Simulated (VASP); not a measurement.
Input of a VASP 6.6.1 run:

INCAR

```
  PREC = Accurate
  ENCUT = 520
  EDIFF = 1E-7
  ISMEAR = 0
  SIGMA = 0.05
  LREAL = False
  LASPH = True
  NELM = 100
  ALGO = Normal
  ISIF = 2
  LWAVE = False
  LCHARG = False
  GGA = CA
  NBANDS = 11
```

KPOINTS

```
regular mesh
0
Gamma
  8 8 8
```

File POSCAR:

```
NaH
1.0
    0.0000000000      2.4766000000      2.4034000000
    2.4766000000      0.0000000000      2.4034000000
    2.4766000000      2.4766000000      0.0000000000
Na H
1 1
Direct
    0.0000000000      0.0000000000      0.0000000000
    0.5000000000      0.5000000000      0.5000000000
```

Potentials or basis: VASP PAW LDA potentials, release 64 (Na_pv, H).

Command:

```sh
$ cat potpaw_LDA.64/Na_pv/POTCAR potpaw_LDA.64/H/POTCAR > POTCAR
$ mpirun -np 1 vasp_std > vasp.out
```

(1) Estimate the band gap on the k mesh.

(2) Estimate the pressure.

Results:

(1) 3.33 eV, indirect (least direct gap 4.23 eV).

(2) -2.9 GPa.

Caveat: the cell differs from its parent crystal (strain +0.015 along x and y, -0.015 along z).
